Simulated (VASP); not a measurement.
A run of VASP 6.6.1:

Contents of POSCAR:

```
InAs
1.0
    0.0000000000      3.0438898545      3.0438898545
    3.0438898545      0.0000000000      3.0438898545
    3.0438898545      3.0438898545      0.0000000000
In As
1 1
Direct
    0.0000000000      0.0000000000      0.0000000000
    0.2500000000      0.2500000000      0.2500000000
```

The input INCAR.step1:

```
PREC     = Accurate       # precision mode
ENCUT    = 520            # plane-wave cutoff, eV
EDIFF    = 1E-5           # SCF threshold, eV
ISMEAR   = 0              # smearing method
SIGMA    = 0.1            # smearing width, eV
LREAL    = False          # projectors in reciprocal space
LASPH    = True           # aspherical terms in the spheres
NELM     = 100            # most SCF steps
ALGO     = Normal         # electronic algorithm
ISIF     = 2              # what is computed and relaxed
LWAVE    = True           # write WAVECAR
LCHARG   = False          # write CHGCAR
NBANDS   = 16             # bands
GGA      = PE             # functional
```

INCAR.step2

```
PREC     = Accurate       # precision mode
ENCUT    = 520            # plane-wave cutoff, eV
EDIFF    = 1E-7           # SCF threshold, eV
ISMEAR   = 0              # smearing method
SIGMA    = 0.1            # smearing width, eV
LREAL    = False          # projectors in reciprocal space
LASPH    = True           # aspherical terms in the spheres
NELM     = 100            # most SCF steps
ALGO     = Normal         # electronic algorithm
ISIF     = 2              # what is computed and relaxed
LWAVE    = False          # write WAVECAR
LCHARG   = False          # write CHGCAR
GGA      = PE             # functional
LHFCALC  = True           # exact exchange
AEXX     = 1.0            # exact-exchange fraction
ALDAC    = 0.0          
AGGAC    = 0.0          
PRECFOCK = Normal       
NBANDS   = 16             # bands
ISTART   = 1
```

The input KPOINTS:

```
regular mesh
0
Gamma
  4 4 4
```

Potentials or basis: VASP PAW PBE potentials, release 64 (In_d, As).

Launch:

```sh
$ cat potpaw_PBE.64/In_d/POTCAR potpaw_PBE.64/As/POTCAR > POTCAR
$ cp INCAR.step1 INCAR
$ mpirun -np 1 vasp_std > vasp.out
$ cp INCAR.step2 INCAR
$ mpirun -np 1 vasp_std > vasp.out
```

Hardware: 1 thread of Intel(R) Xeon(R) Platinum 8488C (Sapphire Rapids) (shared host).

Q: How long does it take, and how much memory?

A: Wall time 18 min on 1 thread of Intel(R) Xeon(R) Platinum 8488C (Sapphire Rapids) (shared host), peak memory 0.19 GiB. Counts: k points 8.
